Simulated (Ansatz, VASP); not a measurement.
# Two plane-wave programs on ZnSe

Contents of INCAR:

```
PREC = Accurate ; ENCUT = 500
EDIFF = 1E-6 ; ISMEAR = -1
SIGMA = 0.05 ; LREAL = F
LASPH = T ; NELM = 120
ALGO = Normal ; ISIF = 2
LWAVE = F ; LCHARG = F
GGA = LIBXC ; LIBXC1 = GGA_X_B88
LIBXC2 = GGA_C_PBE ; NBANDS = 16
GGA_COMPAT = F
```

Contents of KPOINTS:

```
regular mesh
0
Gamma
  8 8 8
```

Contents of POSCAR:

```
ZnSe
1.0
    0.0000000000      2.8893788162      2.8893788162
    2.8893788162      0.0000000000      2.8893788162
    2.8893788162      2.8893788162      0.0000000000
Se Zn
1 1
Direct
    0.7500000000      0.7500000000      0.7500000000
    0.0000000000      0.0000000000      0.0000000000
```

Contents of input.yaml:

```yaml
crystal:
  lattice:
    - [0.0, 2.8893788162, 2.8893788162]
    - [2.8893788162, 0.0, 2.8893788162]
    - [2.8893788162, 2.8893788162, 0.0]
  atoms:
    - { symbol: Se, position: [0.75, 0.75, 0.75] }
    - { symbol: Zn, position: [0.0, 0.0, 0.0] }
hamiltonian:
  xc: { exchange: b88, correlation: pbe }
  pseudopotentials: { kind: paw }
kpoints:
  mp_grid: { grid: [8, 8, 8] }
scf:
  occupations: { method: fermi_dirac, width: 0.05 }
output:
  forces: true
  stress: true
  eigenvalues: true
  write_density: true
  write_potential: true
  elf: true
  volumetric_format: npy
```

Alike in both runs: task single point; functional b88 exchange, pbe correlation; k mesh 8 × 8 × 8; occupations fermi-dirac, width 0.05 eV; no spin polarisation.

```csv
,VASP,Ansatz
version,VASP 6.6.1,Ansatz 0.2.0
potentials or method,"VASP PAW PBE potentials, release 64 (Se, Zn)",Ansatz PAW
plane-wave cutoff (eV),500,420
valence electrons in the cell,18,28
```

```tsv
	VASP	Ansatz	Ansatz less VASP
gap on the k mesh at the Fermi level (eV)	1.06	1.06	-0.002
least direct gap on the mesh (eV)	1.06	1.06	-0.002
pressure (GPa)	-1.2	-1.4	-0.17
```

VASP's potentials were made for PBE, not for b88 exchange, pbe correlation. VASP's potentials hold 18 valence electrons a cell and Ansatz's 28, so a difference there can come from the potentials and not from the codes.
